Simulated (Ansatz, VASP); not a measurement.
# One calculation of SiNi3, two programs

```
Ni Si
1.0
     3.56546    0.00000    0.00000
     0.00000    3.56546    0.00000
     0.00000    0.00000    3.56546
Ni Si
3 1
Direct
  0.50000 0.50000 0.00000
  0.50000 0.00000 0.50000
  0.00000 0.50000 0.50000
  0.00000 0.00000 0.00000
```

Change from the starting cell: volume scaled by 1.02.

Alike in both runs: task single point; functional LDA; k mesh 8 × 8 × 8; occupations fermi-dirac, width 0.05 eV; collinear spin.

```csv
,VASP,Ansatz
version,VASP 6.6.1,Ansatz 0.2.0
potentials or method,"VASP PAW LDA potentials, release 64 (Ni, Si), cutoff 520 eV","all-electron LAPW, scalar-relativistic"
```

|  | VASP | Ansatz | Ansatz less VASP |
| --- | --- | --- | --- |
| gap on the k mesh at the Fermi level (eV) | none | none | - |
| pressure (GPa) | -22.7 | -23.2 | -0.45 |
| net moment per atom (μB) | 0.00 | 0.00 | -0.001 |

LDA's correlation is that of Perdew and Zunger in VASP and of Perdew and Wang (1992) in Ansatz. A gap of «none» marks a metal or a gap that the smearing closes. Ansatz ran all-electron here, and VASP with PAW potentials.
